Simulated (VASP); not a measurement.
Wanted: the native input for a VASP 6.6.1 run.

```yaml
Task: single point
Functional: PBE
Potentials_or_basis: VASP PAW PBE potentials, release 64 (Ge_d)
Cutoff: 520 eV
k_mesh: 14 × 14 × 10
Occupations: fermi-dirac, width 0.1 eV
Spin: no spin polarisation
Dipole_correction: no
Further_INCAR_settings: ALGO = Normal; EDIFF = 1e-07; NBANDS = 21
```

The structure of Ge lies in POSCAR:

```
Ge
1.0
   -2.6568890876      2.6598844024      1.4671350163
    2.6598844024     -2.6568890876      1.4671350163
    2.6722189381      2.6722189381     -1.4616490918
Ge
2
Direct
    0.9999201564      0.0000798436      0.0000000000
    0.7500798436      0.2499201564      0.5000000000
```

These files were run (other wordings do the same):

INCAR

```
SYSTEM = Ge
ALGO = Normal
EDIFF = 1E-7
ENCUT = 520
GGA = PE
ISIF = 2
ISMEAR = -1
LASPH = .True.
LCHARG = .True.
LELF = .True.
LREAL = .False.
LVHAR = .True.
LWAVE = .False.
NBANDS = 21
NELM = 60
PREC = Accurate
SIGMA = 0.1
```

KPOINTS

```
k-points
0
Gamma
  14 14 10
  0 0 0
```

Potentials or basis: VASP PAW PBE potentials, release 64 (Ge_d).

The run is started by

```console
$ cat potpaw_PBE.64/Ge_d/POTCAR > POTCAR
$ mpirun -np 1 vasp_std > vasp.out
```

Results of the run:

```
Pressure               : -4.3 GPa
Band gap on the k mesh : zero (bands 14 and 15 overlap by 4.49 eV)
```

Caveat: the cell stands under tension.

Wall time 2.8 min on 1 thread of Intel(R) Xeon(R) 6975P-C (Granite Rapids) (shared host), peak memory 0.45 GiB.
